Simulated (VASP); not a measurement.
Write the native input for VASP 6.6.1 that does the following.

* Task: single point
* Functional: PBEsol
* Potentials or basis: VASP PAW PBE potentials, release 64 (Gd)
* Cutoff: 600 eV
* k mesh: 16 × 16 × 16
* Occupations: fermi-dirac, width 0.05 eV
* Spin: collinear spin, ferromagnetic start
* Starting moments: [7.0] μB
* Dipole correction: no
* Further INCAR settings: ALGO = Normal; EDIFF = 1e-06; NBANDS = 19

The structure of Gd lies in POSCAR:

```
Gd
1.0
    0.0000000000      2.4795016992      2.4795016992
    2.4795016992      0.0000000000      2.4795016992
    2.4795016992      2.4795016992      0.0000000000
Gd
1
Direct
    0.0000000000      0.0000000000      0.0000000000
```

This isn't the form of Gd at room conditions, which is hcp.

One way to write it, as run:

INCAR

```
SYSTEM = Gd
  ALGO = Normal
  EDIFF = 1E-6
  ENCUT = 600
  GGA = PS
  GGA_COMPAT = .FALSE.
  ISIF = 2
  ISMEAR = -1
  ISPIN = 2
  LASPH = .TRUE.
  LCHARG = .FALSE.
  LMAXMIX = 6
  LORBIT = 11
  LREAL = .FALSE.
  LWAVE = .FALSE.
  MAGMOM = 7
  NBANDS = 19
  NELM = 200
  PREC = Accurate
  SIGMA = 0.05
```

KPOINTS

```
k-points
0
G
  16 16 16
  0 0 0
```

Potentials or basis: VASP PAW PBE potentials, release 64 (Gd).

The run is started by

```sh
$ cat potpaw_PBE.64/Gd/POTCAR > POTCAR
$ mpirun -np 1 vasp_std > vasp.out
```

Results of the run:

| Item | Value |
| --- | --- |
| Pressure | -0.1 GPa |
| Net moment | 7.33 μB per cell |
| Site moments | Gd +6.90 μB |
| Valence electrons inside the program's atomic spheres | Gd 15.23 |

Caveat: the PAW data sets were made with another functional, which shifts forces and pressure a little.

It took 2.6 min on 1 thread of Intel(R) Xeon(R) 6975P-C (Granite Rapids) (shared host), peak memory 0.31 GiB.
